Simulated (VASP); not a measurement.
# Al3Ru2 (I4/mmm) in VASP: notebook, part 2 of 2

VASP 6.6.1. The steps go on from the part before.

## 5. Single point, PBEsol (14.27 Å³/atom)

Contents of INCAR:

```
SYSTEM = Al3Ru2
ALGO     = Fast           ! electronic algorithm
EDIFF    = 1E-6           ! SCF threshold, eV
ENCUT    = 520            ! plane-wave cutoff, eV
GGA      = PS             ! functional
ISIF     = 2              ! what is computed and relaxed
ISMEAR   = 0              ! smearing method
LASPH    = .TRUE.         ! aspherical terms in the spheres
LCHARG   = .FALSE.        ! write CHGCAR
LREAL    = .FALSE.        ! projectors in reciprocal space
LWAVE    = .FALSE.        ! write WAVECAR
NBANDS   = 26             ! bands
NELM     = 60             ! most SCF steps
PREC     = Accurate       ! precision mode
SIGMA    = 0.1            ! smearing width, eV
```

Contents of KPOINTS:

```
k-points
0
G
  16 16 16
  0 0 0
```

Contents of POSCAR:

```
Al3Ru2
1.0
   -1.5628250835      1.5628250835      7.3027828631
    1.5628250835     -1.5628250835      7.3027828631
    1.5628250835      1.5628250835     -7.3027828631
Al Ru
3 2
Direct
    0.0000000000      0.0000000000      0.0000000000
    0.8079674619      0.8079674619      0.0000000000
    0.1920325381      0.1920325381      0.0000000000
    0.6054855573      0.6054855573      0.0000000000
    0.3945144427      0.3945144427      0.0000000000
```

Potentials or basis: VASP PAW PBE potentials, release 64 (Al, Ru_pv).

On the command line:

```console
$ cat potpaw_PBE.64/Al/POTCAR potpaw_PBE.64/Ru_pv/POTCAR > POTCAR
$ mpirun -np 1 vasp_std > vasp.out
```

OUTCAR:

```text
SYSTEM = Al3Ru2
   EDIFF = 1E-6
   ENCUT = 520
   GGA = PS
   ISIF = 2
   ISMEAR = 0
   LASPH = .TRUE.
   LREAL = .FALSE.
   NELM = 60
   PREC = Accurate

 ion  position               nearest neighbor table
   1  0.000  0.000  0.000-   4 2.69   5 2.69   4 2.69   5 2.69   4 2.69   5 2.69   5 2.69   4 2.69
                             2 2.80   3 2.80
   2  0.808  0.808  0.000-   5 2.55   5 2.55   5 2.55   5 2.55   3 2.78   3 2.78   3 2.78   3 2.78
                             1 2.80   4 2.96
   3  0.192  0.192  0.000-   4 2.55   4 2.55   4 2.55   4 2.55   2 2.78   2 2.78   2 2.78   2 2.78
                             1 2.80   5 2.96
   4  0.605  0.605  0.000-   3 2.55   3 2.55   3 2.55   3 2.55   1 2.69   1 2.69   1 2.69   1 2.69
                             2 2.96   5 3.08
   5  0.395  0.395  0.000-   2 2.55   2 2.55   2 2.55   2 2.55   1 2.69   1 2.69   1 2.69   1 2.69
                             3 2.96   4 3.08

  LATTYP: Found a body centered tetragonal cell.
 ALAT       =     3.1256501670
 C/A-ratio  =     4.6728088384

  Lattice vectors:

 A1 = (  -1.5628250835,   1.5628250835,   7.3027828631)
 A2 = (   1.5628250835,  -1.5628250835,   7.3027828631)
 A3 = (   1.5628250835,   1.5628250835,  -7.3027828631)

Analysis of symmetry for initial positions (statically):
=====================================================================
 Subroutine PRICEL returns:
 Original cell was already a primitive cell.

 Routine SETGRP: Setting up the symmetry group for a
 body centered tetragonal supercell.

 Subroutine GETGRP returns: Found 16 space group operations
 (whereof 16 operations were pure point group operations)
 out of a pool of 16 trial point group operations.

The static configuration has the point symmetry D_4h.

Analysis of symmetry for dynamics (positions and initial velocities):
=====================================================================
 Subroutine PRICEL returns:
 Original cell was already a primitive cell.
[... 136 lines left out ...]
  Fermi-wavevector in a.u.,A,eV,Ry     =   1.315282  2.485523 23.537643  1.729968
  Thomas-Fermi vector in A             =   2.445476
   LORBIT       =      0    0 simple, 1 ext, 2 COOP (PROOUT), +10 PAW based schemes
   GGA     = PS    functional components
   LHFCALC =     F    Hartree Fock is set to
   AEXX    =    0.0000 exact exchange contribution
   IVDW    =     0    specifies the selected vdW correction
   LEPSILON=     F    determine dielectric tensor
   LRPA    =     F    only Hartree local field effects (RPA)
 non-spin polarized calculation
 RMM-DIIS sequential band-by-band and
 Gauss-broadening in eV      SIGMA  =   0.10
  energy-cutoff  :      520.00
  volume of cell :       71.35
 maximum number of plane-waves:      1952
 NGX is ok and might be reduce to    60
   NGX = 29   NGY = 29   NGZ = 29

 number of electron      37.0000000 magnetization

 Free energy of the ion-electron system (eV)
  ---------------------------------------------------
  ext. energy  EPLUGINS =         0.00000000
  ---------------------------------------------------
  free energy    TOTEN  =       -35.86113014 eV

  energy without entropy =      -35.85487491  energy(sigma->0) =      -35.85800252

 E-fermi :   9.6902     XC(G=0): -12.0309

 val. band max:        9.6852258499   @ k =   0.3125   0.1875   0.1250
 cond. band min:       9.6953634573   @ k =  -0.3750   0.3125   0.0000
 fundamental gap:      0.0101376074
 Fermi energy:         9.6901843439

 k-point     1 :       0.0000    0.0000    0.0000
  band No.  band energies     occupation
      1     -32.1618      2.00000
      2     -32.1273      2.00000
      3     -32.1273      2.00000
      4     -32.1210      2.00000
      5     -32.1210      2.00000
      6     -32.0861      2.00000
[... 685 lines left out ...]
     25      15.2017      0.00000
     26      16.9298      0.00000

 [... further k-points ...]

------------------------ aborting loop because EDIFF is reached ----------------------------------------

  FORCE on cell =-STRESS in cart. coord.  units (eV):
  Direction    XX          YY          ZZ          XY          YZ          ZX
  --------------------------------------------------------------------------------------
  -------------------------------------------------------------------------------------
  Total       -4.2004565     -4.2004565     -4.2277665      0.0000000      0.0000000      0.0000000
  in kB      -94.3274190    -94.3274190    -94.9407042      0.0000000      0.0000000      0.0000000
  external PRESSURE =     -94.5318474 kB  Pullay stress =       0.0000000 kB

 VOLUME and BASIS-vectors are now :
 -----------------------------------------------------------------------------
  energy-cutoff  :      520.00
  volume of cell :       71.35
      direct lattice vectors                 reciprocal lattice vectors
    -1.562825083  1.562825083  7.302782863     0.000000000  0.319933437  0.068467050
     1.562825083 -1.562825083  7.302782863     0.319933437  0.000000000  0.068467050
     1.562825083  1.562825083 -7.302782863     0.319933437  0.319933437  0.000000000

 POSITION                                       TOTAL-FORCE (eV/Angst)
 -----------------------------------------------------------------------------------
      0.00000      0.00000      0.00000        -0.000000     -0.000000      0.000000
      0.00000      0.00000     11.80082        -0.000000     -0.000000     -0.006456
      0.00000      0.00000      2.80474        -0.000000     -0.000000      0.006456
      0.00000      0.00000      8.84346        -0.000000     -0.000000     -0.013802
      0.00000      0.00000      5.76211         0.000000      0.000000      0.013802
 -----------------------------------------------------------------------------------
    total drift:                                0.000000      0.000000     -0.000000

  FREE ENERGIE OF THE ION-ELECTRON SYSTEM (eV)
  ---------------------------------------------------
  free  energy   TOTEN  =       -35.8611301359 eV

  energy  without entropy=      -35.8548749108  energy(sigma->0) =      -35.85800252
```

OSZICAR:

```text
N       E                     dE             d eps       ncg     rms          rms(c)
DAV:   1     0.283599506875E+03    0.28360E+03   -0.19917E+04 19964   0.133E+03
DAV:   2    -0.277505220917E+02   -0.31135E+03   -0.30191E+03 19156   0.369E+02
DAV:   3    -0.372727023999E+02   -0.95222E+01   -0.93136E+01 22684   0.618E+01
DAV:   4    -0.373945972218E+02   -0.12189E+00   -0.12157E+00 21044   0.670E+00
DAV:   5    -0.373969226790E+02   -0.23255E-02   -0.23252E-02 22260   0.991E-01    0.170E+01
RMM:   6    -0.363386678081E+02    0.10583E+01   -0.84391E+00 18300   0.180E+01    0.389E+00
RMM:   7    -0.359310825342E+02    0.40759E+00   -0.10009E+00 18298   0.671E+00    0.324E+00
RMM:   8    -0.358650230560E+02    0.66059E-01   -0.13898E-01 19747   0.220E+00    0.691E-01
RMM:   9    -0.358618663357E+02    0.31567E-02   -0.26216E-02 20374   0.803E-01    0.270E-01
RMM:  10    -0.358613553509E+02    0.51098E-03   -0.65376E-03 20191   0.550E-01    0.148E-01
RMM:  11    -0.358611213672E+02    0.23398E-03   -0.12648E-03 20597   0.253E-01    0.571E-02
RMM:  12    -0.358611259953E+02   -0.46280E-05   -0.21715E-04 21340   0.104E-01    0.189E-02
RMM:  13    -0.358611288984E+02   -0.29031E-05   -0.88193E-05 21046   0.628E-02    0.296E-02
RMM:  14    -0.358611302215E+02   -0.13231E-05   -0.27178E-05 23916   0.312E-02    0.229E-02
RMM:  15    -0.358611301359E+02    0.85576E-07   -0.38097E-06 15449   0.117E-02
   1 F= -.35861130E+02 E0= -.35858003E+02  d E =-.625523E-02
```

Run time: 25 min. Hardware: 1 thread of Intel Xeon Platinum 8559C (Emerald Rapids), shared host; peak memory 0.87 GiB.

What came out:

| Item | Value |
| --- | --- |
| Free energy | -35.8611 eV |
| Pressure | -9.5 GPa |
| Largest force | 0.014 eV/Å |
| Band gap on the k mesh | zero (an odd number of electrons rules out a gap without spin polarisation) |

Forces on the atoms (eV/Å):
```
Al   0.000  0.000  0.000
Al   0.000  0.000 -0.006
Al   0.000  0.000  0.006
Ru   0.000  0.000 -0.014
Ru   0.000  0.000  0.014
```

Caveat: the cell stands under tension; the PAW data sets were made with another functional, which shifts forces and pressure a little.

## 6. The runs side by side

| cell | k mesh | smearing | further INCAR settings | gap on the mesh (eV) | pressure (GPa) | largest force (eV/Å) |
| --- | --- | --- | --- | --- | --- | --- |
| a = 3.212, b = 3.212, c = 13.867 Å, 10 atoms, atomic positions A | 12 × 12 × 4 | gaussian 0.1 eV | ALGO = Fast; EDIFF = 1e-06; NBANDS = 48 | none | -10.0 | 0.08 |
| a = 7.762 Å, angles 156.5, 156.5, 33.4°, 5 atoms, atomic positions B | 16 × 16 × 16 | gaussian 0.1 eV | ALGO = Fast; EDIFF = 1e-07; NBANDS = 26 | none | -14.3 | 0.01 |
| a = 3.073, b = 3.073, c = 14.252 Å, 10 atoms, atomic positions C | 15 × 15 × 4 | gaussian 0.15 eV | ALGO = Fast; EDIFF = 1e-06; NBANDS = 48 | none | 0.2 | 0.01 |
| a = 7.630 Å, angles 156.4, 156.4, 33.7°, 5 atoms, atomic positions D | 16 × 16 × 16 | gaussian 0.1 eV | ALGO = Fast; EDIFF = 1e-06; NBANDS = 26 | none | -9.5 | 0.01 |

Alike in all rows: task single point; level PBEsol; potentials or basis VASP PAW PBE potentials, release 64 (Al, Ru_pv); no spin polarisation; cutoff (eV) 520.

Caveats: the PAW data sets were made with another functional, which shifts forces and pressure a little; the cell stands under tension (at least some runs).

Total energies depend on the potentials used, so only differences within one code and one set of settings carry meaning.
